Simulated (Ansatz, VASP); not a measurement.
**Two plane-wave programs on Zn3C**

The input INCAR:

```
SYSTEM = Zn3C
PREC = Accurate
ENCUT = 600
EDIFF = 1E-7
ISMEAR = 0
SIGMA = 0.1
LREAL = .FALSE.
LASPH = .TRUE.
NELM = 60
ALGO = Normal
ISIF = 3
LWAVE = .FALSE.
LCHARG = .FALSE.
GGA = PE
IBRION = 2
NSW = 100
EDIFFG = -0.01
```

KPOINTS

```
regular mesh
0
G
  14 14 14
  0 0 0
```

The input POSCAR:

```
Zn3C
1.0
   -2.4411040656      2.4411040656      2.4411040656
    2.4411040656     -2.4411040656      2.4411040656
    2.4411040656      2.4411040656     -2.4411040656
Zn C
3 1
Direct
    0.0000000000      0.5000000000      0.5000000000
    0.5000000000      0.0000000000      0.5000000000
    0.5000000000      0.5000000000      0.0000000000
    0.0000000000      0.0000000000      0.0000000000
```

Input for Ansatz:

```yaml
crystal:
  lattice:
    - [-2.4411040656, 2.4411040656, 2.4411040656]
    - [2.4411040656, -2.4411040656, 2.4411040656]
    - [2.4411040656, 2.4411040656, -2.4411040656]
  atoms:
    - { symbol: Zn, position: [0.0, 0.5, 0.5] }
    - { symbol: Zn, position: [0.5, 0.0, 0.5] }
    - { symbol: Zn, position: [0.5, 0.5, 0.0] }
    - { symbol: C, position: [0.0, 0.0, 0.0] }
basis:
  ecutwfc: 420
kpoints:
  mp_grid: { grid: [14, 14, 14] }
hamiltonian:
  xc: pbe
scf:
  occupations: { method: gaussian, width: 0.1 }
output:
  forces: true
  stress: true
  eigenvalues: true
relax:
  adjacent_minimum: "off"
  f_tol: 0.01
  max_steps: 80
  cell: { stress_tol: 0.05 }
```

Alike in both runs: task relaxation of cell and atoms; functional PBE; k mesh 14 × 14 × 14; occupations gaussian, width 0.1 eV; no spin polarisation.

|  | VASP | Ansatz |
| --- | --- | --- |
| version | VASP 6.6.1 | Ansatz 0.2.0 |
| potentials or method | VASP PAW PBE potentials, release 64 (Zn, C), cutoff 600 eV | scalar-relativistic, plane waves, PAW |
| valence electrons in the cell | 40 | 40 |

Ansatz gave:

```
gap on the k mesh at the Fermi level, each at its own relaxed structure (eV)  : none
relaxed volume (Å³/atom)                                                      : 14.56
relaxed length of the cell vector where the two differ most in proportion (Å) : 4.229
```

Problem. What did VASP give for the same quantities?

Solution. gap on the k mesh at the Fermi level, each at its own relaxed structure (eV): none; relaxed volume (Å³/atom): 14.62; relaxed length of the cell vector where the two differ most in proportion (Å): 4.235.

A gap of «none» marks a metal or a gap that the smearing closes.
